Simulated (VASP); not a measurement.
Wanted: the native input for a VASP 6.6.1 run.

| Property | Result |
| --- | --- |
| Task | relaxation of cell and atoms |
| Functional | PBE |
| Potentials or basis | VASP PAW PBE potentials, release 64 (Ba_sv, C) |
| Cutoff | 600 eV |
| k mesh | 6 × 6 × 6 |
| Occupations | gaussian, width 0.1 eV |
| Spin | collinear spin |
| Starting moments | [0.18, 1.4] μB |
| Dipole correction | no |
| Further INCAR settings | ALGO = Normal; EDIFF = 1e-07; IBRION = 2; EDIFFG = -0.04; NSW = 90; ISIF = 3 |

The structure of BaC lies in POSCAR:

```
BaC
1.0
    0.0000000000      2.9341465991      2.9341465991
    2.9341465991      0.0000000000      2.9341465991
    2.9341465991      2.9341465991      0.0000000000
Ba C
1 1
Direct
    0.0000000000      0.0000000000      0.0000000000
    0.7500000000      0.7500000000      0.7500000000
```

The input as run:

INCAR

```
ALGO     = Normal         # electronic algorithm
EDIFF    = 1E-7           # SCF threshold, eV
EDIFFG   = -0.04          # ionic threshold
ENCUT    = 600            # plane-wave cutoff, eV
GGA      = PE             # functional
IBRION   = 2              # ionic algorithm
ISIF     = 3              # what is computed and relaxed
ISMEAR   = 0              # smearing method
ISPIN    = 2              # spin polarisation
LASPH    = True           # aspherical terms in the spheres
LCHARG   = False          # write CHGCAR
LORBIT   = 11             # projections on sites
LREAL    = False          # projectors in reciprocal space
LWAVE    = False          # write WAVECAR
MAGMOM   = 0.18 1.4       # initial moments
NELM     = 150            # most SCF steps
NSW      = 90             # ionic steps
PREC     = Accurate       # precision mode
SIGMA    = 0.1            # smearing width, eV
```

KPOINTS

```
k-points
0
Gamma
  6 6 6
```

Potentials or basis: VASP PAW PBE potentials, release 64 (Ba_sv, C).

Command:

```sh
$ cat potpaw_PBE.64/Ba_sv/POTCAR potpaw_PBE.64/C/POTCAR > POTCAR
$ mpirun -np 1 vasp_std > vasp.out
```

It gave:

- Relaxed volume: 34.56 Å³/atom
- Relaxed cell: a = 4.607 Å, b = 4.607 Å, c = 4.607 Å, α = 60.00°, β = 60.00°, γ = 60.00°
- Space group after relaxing (to 0.1 Å): F-43m (No. 216)
- Energy gained by relaxing: 310.6 meV/atom
- Ionic steps: 3
- Pressure after relaxing: -0.1 GPa
- Band gap on the k mesh: zero (filled and empty bands overlap)
- Net moment: 2.00 μB per cell
- Site moments: Ba +0.16; C +0.85 μB
- Valence electrons inside the program's atomic spheres: Ba 7.96; C 2.16

Caveat: the volume moved by over 15 % at a fixed basis, so the end points are rough; spin-orbit coupling is left out, which moves the levels of the heavy elements.

It took 98 s on 1 thread of Intel(R) Xeon(R) Platinum 8259CL CPU @ 2.50GHz (Skylake/Cascade Lake), with other jobs on the host, peak memory 0.24 GiB.
